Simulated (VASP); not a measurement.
# Re (P6_3/mmc) in VASP: a series of runs, part 2 of 2

VASP 6.6.1. The steps go on from the part before.

## Step 3: Single point, r2SCAN

Input file POSCAR:

```
Re
1.0
    2.7598270443      0.0000000000      0.0000000000
   -1.3799135221      2.3900803304      0.0000000000
    0.0000000000      0.0000000000      4.4572270891
Re
2
Direct
    0.3333333333      0.6666666667      0.2500000000
    0.6666666667      0.3333333333      0.7500000000
```

Input file INCAR.step1:

```
SYSTEM = Re
PREC = Accurate ; ENCUT = 520
ISMEAR = 0 ; SIGMA = 1.0
LREAL = .False. ; LASPH = .True.
NELM = 80 ; NBANDS = 14
GGA = PE ; ALGO = Normal
EDIFF = 1E-4 ; LWAVE = .True.
LCHARG = .False.
```

Input file INCAR.step2:

```
SYSTEM = Re
PREC = Accurate ; ENCUT = 520
EDIFF = 1E-6 ; ISMEAR = 0
SIGMA = 1.0 ; LREAL = .False.
LASPH = .True. ; NELM = 80
ALGO = Normal ; ISIF = 2
LWAVE = .False. ; LCHARG = .True.
METAGGA = R2SCAN ; LMIXTAU = .True.
LELF = .True. ; LVHAR = .True.
NBANDS = 14 ; ISTART = 1
```

Input file KPOINTS:

```
regular mesh
0
Gamma
  13 13 7
  0 0 0
```

Potentials or basis: VASP PAW PBE potentials, release 64 (Re).

Launch:

```sh
> cat potpaw_PBE.64/Re/POTCAR > POTCAR
> cp INCAR.step1 INCAR
> mpirun -np 1 vasp_std > vasp.out
> cp INCAR.step2 INCAR
> mpirun -np 1 vasp_std > vasp.out
```

OUTCAR:

```text
SYSTEM = Re
   PREC = Accurate
   ENCUT = 520
   EDIFF = 1E-6
   ISMEAR = 0
   LREAL = .False.
   LASPH = .True.
   NELM = 80
   ISIF = 2
   METAGGA = R2SCAN
   ISTART = 1

 ion  position               nearest neighbor table
   1  0.333  0.667  0.250-   2 2.74   2 2.74   2 2.74   2 2.74   2 2.74   2 2.74
   2  0.667  0.333  0.750-   1 2.74   1 2.74   1 2.74   1 2.74   1 2.74   1 2.74

  LATTYP: Found a hexagonal cell.
 ALAT       =     2.7598270443
 C/A-ratio  =     1.6150385577

  Lattice vectors:

 A1 = (   2.7598270443,   0.0000000000,   0.0000000000)
 A2 = (  -1.3799135221,   2.3900803304,   0.0000000000)
 A3 = (   0.0000000000,   0.0000000000,   4.4572270891)

Analysis of symmetry for initial positions (statically):
=====================================================================
 Subroutine PRICEL returns:
 Original cell was already a primitive cell.

 Routine SETGRP: Setting up the symmetry group for a
 hexagonal supercell.

 Subroutine GETGRP returns: Found 24 space group operations
 (whereof 12 operations were pure point group operations)
 out of a pool of 24 trial point group operations.

The static configuration has the point symmetry D_3d.
 The point group associated with its full space group is D_6h.

Analysis of symmetry for dynamics (positions and initial velocities):
=====================================================================
 Subroutine PRICEL returns:
 Original cell was already a primitive cell.

 Routine SETGRP: Setting up the symmetry group for a
 hexagonal supercell.

 Subroutine GETGRP returns: Found 24 space group operations
 (whereof 12 operations were pure point group operations)
 out of a pool of 24 trial point group operations.

The dynamic configuration has the point symmetry D_3d.
 The point group associated with its full space group is D_6h.

 Subroutine INISYM returns: Found 24 space group operations
 (whereof 12 operations are pure point group operations),
 and found     1 'primitive' translations

[... 120 lines left out ...]
   LHFCALC =     F    Hartree Fock is set to
   AEXX    =    0.0000 exact exchange contribution
   IVDW    =     0    specifies the selected vdW correction
   LEPSILON=     F    determine dielectric tensor
   LRPA    =     F    only Hartree local field effects (RPA)
 non-spin polarized calculation
 Gauss-broadening in eV      SIGMA  =   1.00
  energy-cutoff  :      520.00
  volume of cell :       29.40
 maximum number of plane-waves:       808
 NGX is ok and might be reduce to    24
   NGX = 11   NGY = 11   NGZ = 17

 number of electron      14.0000000 magnetization

 Free energy of the ion-electron system (eV)
  ---------------------------------------------------
  ext. energy  EPLUGINS =         0.00000000
  ---------------------------------------------------
  free energy    TOTEN  =      -105.30717556 eV

  energy without entropy =     -104.47692346  energy(sigma->0) =     -104.89204951

 E-fermi :   7.8252     XC(G=0): -14.9913

 val. band max:        7.7988121849   @ k =   0.1538  -0.0000   0.0000
 cond. band min:       7.8413796925   @ k =   0.3846   0.0000   0.4286
 fundamental gap:      0.0425675076
 Fermi energy:         7.8251627529

 k-point     1 :       0.0000    0.0000    0.0000
  band No.  band energies     occupation
      1      -2.6537      2.00000
      2       0.7653      2.00000
      3       6.0708      1.98690
      4       6.0798      1.98643
      5       6.0798      1.98643
      6       6.9458      1.78637
      7       6.9458      1.78637
      8       7.9328      0.87903
      9       7.9328      0.87903
     10       8.2495      0.54843
     11      11.2380      0.00000
     12      11.2380      0.00000
     13      18.2780      0.00000
     14      22.5089      0.00000
[... 377 lines left out ...]
      1      -1.4528      2.00000
      2       1.6526      2.00000
      3       4.9350      1.99996
      4       5.2702      1.99970
      5       6.1299      1.98349
      6       6.6685      1.89810
      7       6.9456      1.78645
      8       7.5144      1.33964
      9       7.9765      0.83049
     10       8.1303      0.66611
     11      11.5759      0.00000
     12      13.4344      0.00000
     13      19.2448      0.00000
     14      23.9678      0.00000

 [... further k-points ...]
[... 5 lines left out ...]
  --------------------------------------------------------------------------------------
  -------------------------------------------------------------------------------------
  Total        0.6340153      0.6340153      0.2276827      0.0000000     -0.0000000      0.0000000
  in kB       34.5502496     34.5502496     12.4074193      0.0000000     -0.0000000      0.0000000
  external PRESSURE =      27.1693062 kB  Pullay stress =       0.0000000 kB

 VOLUME and BASIS-vectors are now :
 -----------------------------------------------------------------------------
  energy-cutoff  :      520.00
  volume of cell :       29.40
      direct lattice vectors                 reciprocal lattice vectors
     2.759827044  0.000000000  0.000000000     0.362341547  0.209197990  0.000000000
    -1.379913522  2.390080330  0.000000000     0.000000000  0.418395979  0.000000000
     0.000000000  0.000000000  4.457227089     0.000000000  0.000000000  0.224354734

 POSITION                                       TOTAL-FORCE (eV/Angst)
 -----------------------------------------------------------------------------------
     -0.00000      1.59339      1.11431        -0.000000     -0.000000      0.000000
      1.37991      0.79669      3.34292         0.000000      0.000000      0.000000
 -----------------------------------------------------------------------------------
    total drift:                                0.000000     -0.000000     -0.000000

  FREE ENERGIE OF THE ION-ELECTRON SYSTEM (eV)
  ---------------------------------------------------
  free  energy   TOTEN  =      -105.3071755594 eV

  energy  without entropy=     -104.4769234616  energy(sigma->0) =     -104.89204951
```

OUTCAR.step1:

```text
SYSTEM = Re
   PREC = Accurate
   ENCUT = 520
   ISMEAR = 0
   LREAL = .False.
   LASPH = .True.
[... 633 lines left out ...]
     -0.00000      1.59339      1.11431        -0.000000      0.000000      0.000000
      1.37991      0.79669      3.34292         0.000000     -0.000000      0.000000
 -----------------------------------------------------------------------------------
    total drift:                                0.000000     -0.000000     -0.000000

  FREE ENERGIE OF THE ION-ELECTRON SYSTEM (eV)
  ---------------------------------------------------
  free  energy   TOTEN  =       -25.2691114658 eV

  energy  without entropy=      -24.4006575816  energy(sigma->0) =      -24.83488452
```

OSZICAR.step1:

```text
N       E                     dE             d eps       ncg     rms          rms(c)
DAV:   1     0.202724835401E+02    0.20272E+02   -0.68208E+03  4704   0.125E+03
DAV:   2    -0.256212287378E+02   -0.45894E+02   -0.40664E+02  3860   0.281E+02
DAV:   3    -0.266156256697E+02   -0.99440E+00   -0.97576E+00  3652   0.432E+01
DAV:   4    -0.266258487988E+02   -0.10223E-01   -0.10211E-01  3646   0.308E+00
DAV:   5    -0.266260467031E+02   -0.19790E-03   -0.19789E-03  3696   0.708E-01    0.426E+01
DAV:   6    -0.256257781138E+02    0.10003E+01   -0.75449E-01  4078   0.243E+01    0.176E+01
DAV:   7    -0.252818523351E+02    0.34393E+00   -0.53675E-01  4112   0.199E+01    0.557E-01
DAV:   8    -0.252699513234E+02    0.11901E-01   -0.76877E-03  3984   0.879E-01    0.179E-01
DAV:   9    -0.252690827458E+02    0.86858E-03   -0.17598E-04  2832   0.241E-01    0.876E-02
DAV:  10    -0.252691114658E+02   -0.28720E-04   -0.18306E-04  2126   0.299E-01
   1 F= -.25269111E+02 E0= -.24834885E+02  d E =-.868454E+00
```

Run time: 2 min. Hardware: 1 thread of Intel Xeon 8259CL, shared host; peak memory 0.18 GiB.

What came out:

```yaml
Free_energy: -105.3072 eV
Pressure: 2.7 GPa
Band_gap_on_the_k_mesh: zero (bands 7 and 8 overlap by 2.80 eV)
```

Stress tensor (GPa, compression positive):
```
3.46 0.00 0.00
0.00 3.46 0.00
0.00 0.00 1.24
```

Caveat: so wide a smearing shifts energies and pressures; the PAW data sets were made with another functional, which shifts forces and pressure a little; spin-orbit coupling is left out, which moves the levels of the heavy elements.
